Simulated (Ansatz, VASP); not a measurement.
**In in VASP and in Ansatz**

The input INCAR:

```
SYSTEM = In
PREC = Accurate
ENCUT = 600
EDIFF = 1E-6
ISMEAR = 0
SIGMA = 0.1
LREAL = .False.
LASPH = .True.
NELM = 60
ALGO = Fast
ISIF = 3
LWAVE = .False.
LCHARG = .False.
GGA = PE
IBRION = 2
NSW = 100
EDIFFG = -0.005
```

The input KPOINTS:

```
regular mesh
0
Gamma
  18 18 18
  0 0 0
```

File POSCAR:

```
In
1.0
   -1.6254700000      1.6254700000      2.4737000000
    1.6254700000     -1.6254700000      2.4737000000
    1.6254700000      1.6254700000     -2.4737000000
In
1
Direct
    0.0000000000      0.0000000000      0.0000000000
```

Input for Ansatz:

```yaml
crystal:
  lattice:
    - [-1.62547, 1.62547, 2.4737]
    - [1.62547, -1.62547, 2.4737]
    - [1.62547, 1.62547, -2.4737]
  atoms:
    - { symbol: In, position: [0.0, 0.0, 0.0] }
basis:
  ecutwfc: 420
kpoints:
  mp_grid: { grid: [18, 18, 18] }
hamiltonian:
  xc: pbe
scf:
  occupations: { method: gaussian, width: 0.1 }
output:
  forces: true
  stress: true
  eigenvalues: true
  write_density: true
  write_potential: true
  elf: true
  volumetric_format: npy
relax:
  adjacent_minimum: "off"
  f_tol: 0.005
  max_steps: 80
  cell: { stress_tol: 0.05 }
```

Alike in both runs: task relaxation of cell and atoms; functional PBE; k mesh 18 × 18 × 18; occupations gaussian, width 0.1 eV; no spin polarisation.

```csv
,VASP,Ansatz
version,VASP 6.6.1,Ansatz 0.2.0
potentials or method,"VASP PAW PBE potentials, release 64 (In_d), cutoff 600 eV","scalar-relativistic, plane waves, PAW"
valence electrons in the cell,13,13
```

Ansatz gave:

```
gap on the k mesh at the Fermi level, each at its own relaxed structure (eV)  : none
relaxed volume (Å³/atom)                                                      : 27.50
relaxed length of the cell vector where the two differ most in proportion (Å) : 3.387
```

Q: What did VASP give for the same quantities?

A: gap on the k mesh at the Fermi level, each at its own relaxed structure (eV): none; relaxed volume (Å³/atom): 27.46; relaxed length of the cell vector where the two differ most in proportion (Å): 3.388.

A gap of «none» marks a metal or a gap that the smearing closes.
